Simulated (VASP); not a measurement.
A run of VASP 6.6.1 is set up as follows.

INCAR

```
  PREC = Accurate
  ENCUT = 520
  EDIFF = 1E-6
  ISMEAR = -1
  SIGMA = 0.1
  LREAL = False
  LASPH = True
  NELM = 100
  ALGO = Normal
  ISIF = 2
  LWAVE = False
  LCHARG = True
  GGA = RP
  LELF = True
  LVHAR = True
  NBANDS = 11
```

Contents of KPOINTS:

```
regular mesh
0
Gamma
  16 16 16
```

File POSCAR:

```
Ca
1.0
    0.0000000000      2.8478845539      2.8478845539
    2.8478845539      0.0000000000      2.8478845539
    2.8478845539      2.8478845539      0.0000000000
Ca
1
Direct
    0.0000000000      0.0000000000      0.0000000000
```

Potentials or basis: VASP PAW PBE potentials, release 64 (Ca_sv).

Run with:

```console
$ cat potpaw_PBE.64/Ca_sv/POTCAR > POTCAR
$ mpirun -np 1 vasp_std > vasp.out
```

Question: What does it give for the pressure?

Answer: -0.6 GPa.

Question: What does it give for the band gap on the k mesh?

Answer: Zero (bands 5 and 6 overlap by 0.50 eV).

Caveat: the PAW data sets were made with another functional, which shifts forces and pressure a little.
